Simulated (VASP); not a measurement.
# B (P6_3/mmc) in VASP: a series of runs

Runs on B. Level: PBE. Tasks: single point, relaxation of cell and atoms.

Everything below comes from runs of VASP 6.6.1. Logs are shortened: lines on timing, memory, paths and dates and some standing lists are left out, and cuts for length are marked.

### 1 The cell of the first run

It takes space group P6_3/mmc (No. 194, hexagonal). Conventional cell: a = 1.713 Å, b = 1.713 Å, c = 9.176 Å, α = 90.00°, β = 90.00°, γ = 120.00°. B (site symmetry -6m2) has 6 B at 1.71 Å within 2.3 Å.

This isn't the form of B at room conditions, which is rhombohedral.

### 2 Single point, PBE

File INCAR:

```
SYSTEM = B
ALGO = Normal
EDIFF = 1E-6
ENCUT = 520
GGA = PE
ISIF = 2
ISMEAR = 0
LASPH = .True.
LCHARG = .False.
LREAL = .False.
LWAVE = .False.
NBANDS = 10
NELM = 80
PREC = Accurate
SIGMA = 0.1
```

File KPOINTS:

```
k-points
0
Gamma
  27 27 6
  0 0 0
```

File POSCAR:

```
B
1.0
    1.7125377635      0.0000000000      0.0000000000
   -0.8562688817      1.4831012082      0.0000000000
    0.0000000000      0.0000000000      9.1757591453
B
2
Direct
    0.3333333333      0.6666666667      0.2500000000
    0.6666666667      0.3333333333      0.7500000000
```

Potentials or basis: VASP PAW PBE potentials, release 64 (B).

Command:

```console
$ cat potpaw_PBE.64/B/POTCAR > POTCAR
$ mpirun -np 1 vasp_std > vasp.out
```

OUTCAR:

```text
SYSTEM = B
   EDIFF = 1E-6
   ENCUT = 520
   GGA = PE
   ISIF = 2
   ISMEAR = 0
   LASPH = .True.
   LREAL = .False.
   NELM = 80
   PREC = Accurate

 ion  position               nearest neighbor table
   1  0.333  0.667  0.250-
   2  0.667  0.333  0.750-

  LATTYP: Found a hexagonal cell.
 ALAT       =     1.7125377635
 C/A-ratio  =     5.3579893774

  Lattice vectors:

 A1 = (   1.7125377635,   0.0000000000,   0.0000000000)
 A2 = (  -0.8562688817,   1.4831012082,   0.0000000000)
 A3 = (   0.0000000000,   0.0000000000,   9.1757591453)

Analysis of symmetry for initial positions (statically):
=====================================================================
 Subroutine PRICEL returns:
 Original cell was already a primitive cell.

 Routine SETGRP: Setting up the symmetry group for a
 hexagonal supercell.

 Subroutine GETGRP returns: Found 24 space group operations
 (whereof 12 operations were pure point group operations)
 out of a pool of 24 trial point group operations.

The static configuration has the point symmetry D_3d.
 The point group associated with its full space group is D_6h.

Analysis of symmetry for dynamics (positions and initial velocities):
=====================================================================
 Subroutine PRICEL returns:
 Original cell was already a primitive cell.

 Routine SETGRP: Setting up the symmetry group for a
 hexagonal supercell.

 Subroutine GETGRP returns: Found 24 space group operations
 (whereof 12 operations were pure point group operations)
 out of a pool of 24 trial point group operations.

The dynamic configuration has the point symmetry D_3d.
 The point group associated with its full space group is D_6h.

 Subroutine INISYM returns: Found 24 space group operations
 (whereof 12 operations are pure point group operations),
 and found     1 'primitive' translations

----------------------------------------------------------------------------------------

                                     Primitive cell

  volume of cell :      23.3052

  direct lattice vectors                    reciprocal lattice vectors
     1.712537764  0.000000000  0.000000000     0.583928729  0.337131409  0.000000000
    -0.856268882  1.483101208  0.000000000     0.000000000  0.674262818  0.000000000
     0.000000000  0.000000000  9.175759145     0.000000000  0.000000000  0.108982808

  length of vectors
     1.712537764  1.712537764  9.175759145     0.674262818  0.674262818  0.108982808

  position of ions in fractional coordinates (direct lattice)
     0.333333333  0.666666667  0.250000000
     0.666666667  0.333333333  0.750000000

  ion indices of the primitive-cell ions
   primitive index   ion index
                 1           1
                 2           2

----------------------------------------------------------------------------------------

 KPOINTS: k-points

Automatic generation of k-mesh.
 Grid dimensions read from file:
 generate k-points for:   27   27    6

 Generating k-lattice:

  Cartesian coordinates                     Fractional coordinates (reciprocal lattice)
     0.021626990  0.012486348  0.000000000     0.037037037  0.000000000  0.000000000
     0.000000000  0.024972697  0.000000000     0.000000000  0.037037037  0.000000000
     0.000000000  0.000000000  0.018163801     0.000000000  0.000000000  0.166666667

  Length of vectors
     0.024972697  0.024972697  0.018163801

  Shift w.r.t. Gamma in fractional coordinates (k-lattice)
     0.000000000  0.000000000  0.000000000

 Subroutine IBZKPT returns following result:
 ===========================================

 Found    300 irreducible k-points:

 Following reciprocal coordinates:
            Coordinates               Weight
  0.000000  0.000000  0.000000      1.000000
  0.037037  0.000000  0.000000      6.000000
  0.074074  0.000000  0.000000      6.000000
  0.111111  0.000000  0.000000      6.000000
  0.148148  0.000000  0.000000      6.000000
  0.185185  0.000000  0.000000      6.000000
[... 16 lines left out ...]
  0.333333  0.037037  0.000000     12.000000
  0.370370  0.037037  0.000000     12.000000
 [... further k-points ...]
   k-points           NKPTS =    300   k-points in BZ     NKDIM =    300   number of bands    NBANDS=     10
   number of dos      NEDOS =    301   number of ions     NIONS =      2
   total plane-waves  NPLWV =  13720
   dimension x,y,z NGX =    14 NGY =   14 NGZ =   70
   dimension x,y,z NGXF=    28 NGYF=   28 NGZF=  140
   ions per type =               2
   NGX,Y,Z   is equivalent  to a cutoff of  13.59, 13.59, 12.68 a.u.
   NGXF,Y,Z  is equivalent  to a cutoff of  27.18, 27.18, 25.37 a.u.
 SYSTEM =  B
   PREC   = accura    normal or accurate (medium, high low for compatibility)
   ISTART =      0    job   : 0-new  1-cont  2-samecut
   ICHARG =      2    charge: 1-file 2-atom 10-const
   ISPIN  =      1    spin polarized calculation?
   LNONCOLLINEAR =      F non collinear calculations
   LSORBIT =      F    spin-orbit coupling
   LASPH  =      T    aspherical Exc in radial PAW
   ENCUT  =  520.0 eV  38.22 Ry    6.18 a.u.   3.18  3.18 17.06*2*pi/ulx,y,z
   NELM   =     80;   NELMIN=  2; NELMDL= -5     # of ELM steps
   EDIFF  = 0.1E-05   stopping-criterion for ELM
   LREAL  =      F    real-space projection
   EDIFFG = 0.1E-04   stopping-criterion for IOM
   NSW    =      0    number of steps for IOM
   IBRION =     -1    ionic relax: 0-MD 1-quasi-New 2-CG
   NFREE  =      0    steps in history (QN), initial steepest desc. (CG)
   ISIF   =      2    stress and relaxation
   ISYM   =      2    0-nonsym 1-usesym 2-fastsym
   POTIM  = 0.5000    time-step for ionic-motion
   TEBEG  =    0.0;   TEEND  =   0.0 temperature during run
   PSTRESS=    0.0 pullay stress
   NELECT =       6.0000    total number of electrons
   NUPDOWN=      -1.0000    fix difference up-down
   EMIN   =  10.00;   EMAX   =-10.00  energy-range for DOS
   EFERMI =   0.00;   METHOD = LEGACY
   ISMEAR =     0;   SIGMA  =   0.10  broadening in eV -4-tet -1-fermi 0-gaus
   EFERMI_NEDOS =   21; number of points for ismear=-14 and -15
   IALGO  =     38    algorithm
   IMIX   =      4    mixing-type and parameters
     AMIX     =   0.40;   BMIX     =  1.00
     AMIX_MAG =   1.60;   BMIX_MAG =  1.00
  volume/ion in A,a.u.               =      11.65        78.64
  Fermi-wavevector in a.u.,A,eV,Ry     =   1.041456  1.968066 14.757296  1.084631
  Thomas-Fermi vector in A             =   2.176078
   LORBIT       =      0    0 simple, 1 ext, 2 COOP (PROOUT), +10 PAW based schemes
   GGA     = PE    functional components
   LHFCALC =     F    Hartree Fock is set to
   AEXX    =    0.0000 exact exchange contribution
   IVDW    =     0    specifies the selected vdW correction
   LEPSILON=     F    determine dielectric tensor
   LRPA    =     F    only Hartree local field effects (RPA)
 non-spin polarized calculation
 Gauss-broadening in eV      SIGMA  =   0.10
  energy-cutoff  :      520.00
  volume of cell :       23.31
 maximum number of plane-waves:       646
 NGX is ok and might be reduce to    14

 number of electron       6.0000000 magnetization

 Free energy of the ion-electron system (eV)
  ---------------------------------------------------
  ext. energy  EPLUGINS =         0.00000000
  ---------------------------------------------------
  free energy    TOTEN  =       -12.00622852 eV

  energy without entropy =      -12.00538604  energy(sigma->0) =      -12.00580728

 E-fermi :   3.5091     XC(G=0):  -8.5466

 val. band max:        3.3449459365   @ k =   0.2963   0.0741   0.0000
 cond. band min:       3.5380486909   @ k =   0.3333   0.0370   0.0000
 fundamental gap:      0.1931027544
 Fermi energy:         3.5091413091

 k-point     1 :       0.0000    0.0000    0.0000
  band No.  band energies     occupation
      1     -13.5654      2.00000
      2     -13.5240      2.00000
      3      -4.4802      2.00000
      4      -4.0224      2.00000
      5       5.1993      0.00000
      6       8.6946      0.00000
      7      11.1370      0.00000
      8      18.5677      0.00000
      9      22.8591      0.00000
     10      27.9442      0.00000

 k-point     2 :       0.0370    0.0000    0.0000
  band No.  band energies     occupation
      1     -13.5029      2.00000
      2     -13.4618      2.00000
      3      -4.3899      2.00000
      4      -3.9326      2.00000
      5       5.2837      0.00000
      6       8.7855      0.00000
      7      11.2053      0.00000
      8      18.6530      0.00000
      9      22.8476      0.00000
     10      27.6587      0.00000

 k-point     3 :       0.0741    0.0000    0.0000
  band No.  band energies     occupation
      1     -13.3156      2.00000
      2     -13.2755      2.00000
      3      -4.1192      2.00000
      4      -3.6634      2.00000
      5       5.5367      0.00000
      6       9.0577      0.00000
      7      11.4078      0.00000
      8      18.9080      0.00000
      9      22.7678      0.00000
     10      26.7784      0.00000

 k-point     4 :       0.1111    0.0000    0.0000
  band No.  band energies     occupation
      1     -13.0041      2.00000
      2     -12.9655      2.00000
      3      -3.6687      2.00000
      4      -3.2154      2.00000
      5       5.9567      0.00000
      6       9.5107      0.00000
      7      11.7366      0.00000
      8      19.3298      0.00000
      9      22.4480      0.00000
     10      25.4152      0.00000

 k-point     5 :       0.1481    0.0000    0.0000
  band No.  band energies     occupation
      1     -12.5699      2.00000
      2     -12.5333      2.00000
      3      -3.0393      2.00000
      4      -2.5896      2.00000
      5       6.5405      0.00000
      6      10.1433      0.00000
      7      12.1716      0.00000
      8      19.9125      0.00000
      9      21.5898      0.00000
     10      23.6720      0.00000

 k-point     6 :       0.1852    0.0000    0.0000
  band No.  band energies     occupation
      1     -12.0152      2.00000
      2     -11.9811      2.00000
      3      -2.2325      2.00000
      4      -1.7880      2.00000
      5       7.2800      0.00000
      6      10.9532      0.00000
      7      12.6614      0.00000
      8      20.0814      0.00000
      9      20.6443      0.00000
     10      21.7261      0.00000
[... 183 lines left out ...]
 k-point    21 :       0.2593    0.0370    0.0000
  band No.  band energies     occupation
      1     -10.0861      2.00000
      2     -10.0601      2.00000
      3       0.6062      2.00000
      4       1.0287      2.00000
      5       9.6180      0.00000
      6      12.6716      0.00000
      7      13.7844      0.00000
      8      15.1699      0.00000
      9      18.1461      0.00000
     10      21.5454      0.00000

 k-point    22 :       0.2963    0.0370    0.0000
  band No.  band energies     occupation
      1      -9.1618      2.00000
      2      -9.1394      2.00000
      3       2.0005      2.00000
      4       2.4088      2.00000
      5      10.0428      0.00000
      6      11.2492      0.00000
      7      13.8940      0.00000
      8      15.1466      0.00000
      9      18.4163      0.00000
     10      20.8161      0.00000

 k-point    23 :       0.3333    0.0370    0.0000
  band No.  band energies     occupation
      1      -8.1723      2.00000
      2      -8.1537      2.00000
      3       3.5380      0.68268
      4       3.9262      0.00000
      5       9.1260      0.00000
      6       9.4515      0.00000
      7      14.2520      0.00000
      8      16.5753      0.00000
      9      19.1019      0.00000
     10      20.2026      0.00000

 k-point    24 :       0.3704    0.0370    0.0000
  band No.  band energies     occupation
      1      -7.1651      2.00000
      2      -7.1505      2.00000
      3       5.1859      0.00000
      4       5.5437      0.00000
      5       7.5620      0.00000
      6       7.6746      0.00000
      7      15.6310      0.00000
      8      17.7986      0.00000
      9      19.3061      0.00000
     10      19.7261      0.00000

 [... further k-points ...]
[... 5 lines left out ...]
  --------------------------------------------------------------------------------------
  -------------------------------------------------------------------------------------
  Total       -0.0044785     -0.0044785     -0.0056759     -0.0000000     -0.0000000      0.0000000
  in kB       -0.3078872     -0.3078872     -0.3902070     -0.0000000     -0.0000000      0.0000000
  external PRESSURE =      -0.3353272 kB  Pullay stress =       0.0000000 kB

 VOLUME and BASIS-vectors are now :
 -----------------------------------------------------------------------------
  energy-cutoff  :      520.00
  volume of cell :       23.31
      direct lattice vectors                 reciprocal lattice vectors
     1.712537764  0.000000000  0.000000000     0.583928729  0.337131409  0.000000000
    -0.856268882  1.483101208  0.000000000     0.000000000  0.674262818  0.000000000
     0.000000000  0.000000000  9.175759145     0.000000000  0.000000000  0.108982808

 POSITION                                       TOTAL-FORCE (eV/Angst)
 -----------------------------------------------------------------------------------
     -0.00000      0.98873      2.29394         0.000000     -0.000000      0.000000
      0.85627      0.49437      6.88182        -0.000000      0.000000      0.000000
 -----------------------------------------------------------------------------------
    total drift:                               -0.000000      0.000000     -0.000000

  FREE ENERGIE OF THE ION-ELECTRON SYSTEM (eV)
  ---------------------------------------------------
  free  energy   TOTEN  =       -12.0062285216 eV

  energy  without entropy=      -12.0053860444  energy(sigma->0) =      -12.00580728
```

It took 69 s on 1 thread of Intel Xeon 8259CL, shared host; peak memory 0.17 GiB.

Results:

```yaml
Free_energy: -12.0062 eV
Pressure: 0.0 GPa
Band_gap_on_the_k_mesh: zero (bands 3 and 4 overlap by 11.09 eV)
```

Levels at points of the mesh, in eV from the Fermi level:
```csv
k point,band 2,band 3,band 4,band 5,band 6,band 7
"(0.00, 0.00, 0.00)",-17.03,-7.99,-7.53,1.69,5.19,7.63
"(0.00, 0.00, 0.50)",-17.05,-7.77,-7.77,2.91,2.91,11.15
```

Caveat: this functional lacks dispersion, which binds the layers, so the pressure and a relaxed spacing across them are unreliable.

### 3 Relaxation of cell and atoms, PBE

This run uses another cell than the first one, of 11.23 Å³/atom.

File INCAR:

```
SYSTEM = B
PREC = Accurate
ENCUT = 600
EDIFF = 1E-7
ISMEAR = 0
SIGMA = 0.1
LREAL = .False.
LASPH = .True.
NELM = 60
ALGO = Normal
ISIF = 3
LWAVE = .False.
LCHARG = .False.
GGA = PE
IBRION = 2
NSW = 100
EDIFFG = -0.01
```

File KPOINTS:

```
Automatic mesh
0
Gamma
  27 27 6
  0 0 0
```

File POSCAR:

```
B
1.0
    1.7056295869      0.0000000000      0.0000000000
   -0.8528147934      1.4771185517      0.0000000000
    0.0000000000      0.0000000000      8.9151910701
B
2
Direct
    0.3333333333      0.6666666667      0.2500000000
    0.6666666667      0.3333333333      0.7500000000
```

Potentials or basis: VASP PAW PBE potentials, release 64 (B).

Command:

```console
$ cat potpaw_PBE.64/B/POTCAR > POTCAR
$ mpirun -np 1 vasp_std > vasp.out
```

Run time: 2.1 min. Hardware: 1 thread of Intel Xeon 8259CL, shared host; peak memory 0.17 GiB.

Results (log left out):

* Free energy: -12.0076 eV
* Relaxed volume: 11.32 Å³/atom
* Relaxed cell: a = 1.712 Å, b = 1.712 Å, c = 8.915 Å, α = 90.00°, β = 90.00°, γ = 120.00°
* Space group after relaxing (to 0.1 Å): P6_3/mmc (No. 194)
* Energy gained by relaxing: 0.8 meV/atom
* Ionic steps: 3
* Pressure after relaxing: 0.0 GPa
* Band gap on the k mesh: zero (bands 3 and 4 overlap by 11.09 eV)

The path:
| step | energy change (eV) | largest force (eV/Å) | pressure (GPa) | volume (Å³) |
| --- | --- | --- | --- | --- |
| 1 | 0.0000 | 0.0000 | 1.87 | 22.46 |
| 2 | 0.0014 | 0.0000 | -2.47 | 22.89 |
| 3 | -0.0015 | 0.0000 | 0.01 | 22.64 |

Final structure:
```xyz
2
Lattice="1.7124 0.0000 0.0000 -0.8562 1.4829 0.0000 0.0000 0.0000 8.9154" Properties=species:S:1:pos:R:3 pbc="T T T"
B     0.0000    0.9886    2.2289
B     0.8562    0.4943    6.6866
```

Levels at points of the mesh, in eV from the Fermi level:
| k point | band 2 | band 3 | band 4 | band 5 | band 6 | band 7 |
| --- | --- | --- | --- | --- | --- | --- |
| (0.00, 0.00, 0.00) | -17.00 | -8.01 | -7.45 | 1.75 | 5.54 | 8.22 |
| (0.00, 0.00, 0.50) | -17.02 | -7.74 | -7.74 | 3.09 | 3.09 | 11.97 |

Caveat: this functional lacks dispersion, which binds the layers, so the pressure and a relaxed spacing across them are unreliable.

### 4 Relaxation of cell and atoms, PBE

This run uses another cell than the first one: it holds 4 atoms, not 2.

File INCAR:

```
PREC = Accurate ; ENCUT = 600
EDIFF = 1E-6 ; ISMEAR = 0
SIGMA = 0.1 ; LREAL = F
LASPH = T ; NELM = 100
ALGO = Normal ; ISIF = 3
LWAVE = F ; LCHARG = F
GGA = PE ; IBRION = 2
NSW = 90 ; EDIFFG = -0.04
```

File KPOINTS:

```
Automatic mesh
0
Gamma
  9 9 4
```

File POSCAR:

```
B
1.0
    2.7091719657      0.0000000000      0.0000000000
   -1.3545859829      2.3462117456      0.0000000000
    0.0000000000      0.0000000000      4.4701337435
B
4
Direct
    0.3333333333      0.6666666667      0.4375000000
    0.6666666667      0.3333333333      0.9375000000
    0.6666666667      0.3333333333      0.5625000000
    0.3333333333      0.6666666667      0.0625000000
```

Command:

```console
$ cat potpaw_PBE.64/B/POTCAR > POTCAR
$ mpirun -np 1 vasp_std > vasp.out
```

Wall time 33 s (1 thread of Intel Xeon 6975P-C (Granite Rapids), shared host); peak memory 0.15 GiB.

The run converged. Its results:

- Free energy: -23.8258 eV
- Relaxed volume: 7.60 Å³/atom
- Relaxed cell: a = 3.011 Å, b = 3.011 Å, c = 3.869 Å, α = 90.00°, β = 90.00°, γ = 120.00°
- Space group after relaxing (to 0.1 Å): P6/mmm (No. 191)
- Energy gained by relaxing: 412.5 meV/atom
- Ionic steps: 15
- Pressure after relaxing: -0.3 GPa
- Largest force after relaxing: 0.017 eV/Å
- Band gap on the k mesh: zero (bands 6 and 7 overlap by 4.76 eV)

Forces in eV/Å, atoms in the order of the input:
```
B    0.000  0.000  0.017
B    0.000  0.000  0.017
B    0.000  0.000 -0.017
B    0.000  0.000 -0.017
```

Stress tensor (GPa, compression positive):
```
-0.19  0.00  0.00
 0.00 -0.19  0.00
 0.00  0.00 -0.44
```

Step by step:
| step | energy change (eV) | largest force (eV/Å) | pressure (GPa) | volume (Å³) |
| --- | --- | --- | --- | --- |
| 1 | 0.0000 | 0.1422 | 39.91 | 28.41 |
| 2 | -0.5176 | 0.5581 | -11.76 | 36.32 |
| 3 | -0.6090 | 0.5127 | -0.85 | 33.78 |
| 4 | -0.7055 | 0.7187 | -2.02 | 33.88 |
| 5 | -1.0687 | 0.8141 | -6.32 | 34.13 |
| 6 | -1.3655 | 0.2622 | -19.24 | 34.29 |
| 7 | -1.3848 | 0.2144 | -19.04 | 34.13 |
| 8 | -1.4137 | 0.0624 | -18.10 | 33.70 |
| 9 | -1.4505 | 0.0598 | -16.90 | 33.42 |
| 10 | -1.5433 | 0.0520 | -12.99 | 32.58 |
| 11 | -1.6427 | 0.0320 | -3.66 | 30.94 |
| 12 | -1.6476 | 0.0250 | -0.49 | 30.47 |
| 13 | -1.6476 | 0.0260 | -0.93 | 30.54 |
| 14 | -1.6485 | 0.0237 | -0.76 | 30.50 |
| 15 | -1.6498 | 0.0167 | -0.27 | 30.38 |

Final structure:
```xyz
4
Lattice="3.0115 0.0000 0.0000 -1.5057 2.6080 0.0000 0.0000 0.0000 3.8687" Properties=species:S:1:pos:R:3 pbc="T T T"
B     0.0000    1.7387    1.9329
B     1.5057    0.8693    3.8672
B     1.5057    0.8693    1.9359
B     0.0000    1.7387    0.0015
```

Levels at points of the mesh, in eV from the Fermi level:
| k point | band 4 | band 5 | band 6 | band 7 | band 8 | band 9 |
| --- | --- | --- | --- | --- | --- | --- |
| (0.00, 0.00, 0.00) | -1.51 | -1.51 | 3.20 | 3.20 | 4.71 | 5.71 |
| (0.00, 0.00, 0.50) | 0.35 | 0.35 | 0.35 | 3.14 | 3.14 | 5.28 |

### 5 Summary

| task | cell | k mesh | cutoff (eV) | gap on the mesh (eV) | pressure (GPa) | relaxed volume (Å³/atom) |
| --- | --- | --- | --- | --- | --- | --- |
| single point | a = 1.713, b = 1.713, c = 9.176 Å, angles 90.0, 90.0, 120.0°, 2 atoms, atomic positions A | 27 × 27 × 6 | 520 | none | 0.0 | - |
| relaxation of cell and atoms | relaxed from a = 1.706, b = 1.706, c = 8.915 Å, angles 90.0, 90.0, 120.0°, 2 atoms, atomic positions A | 27 × 27 × 6 | 600 | none | 0.0 | 11.32 |
| relaxation of cell and atoms | relaxed from a = 2.709, b = 2.709, c = 4.470 Å, angles 90.0, 90.0, 120.0°, 4 atoms, atomic positions B | 9 × 9 × 4 | 600 | none | -0.3 | 7.60 |

Alike in all rows: level PBE; potentials or basis VASP PAW PBE potentials, release 64 (B); no spin polarisation; smearing gaussian 0.1 eV.

Caveats: this functional lacks dispersion, which binds the layers, so the pressure and a relaxed spacing across them are unreliable (at least some runs).

Total energies depend on the potentials used, so only differences within one code and one set of settings carry meaning.
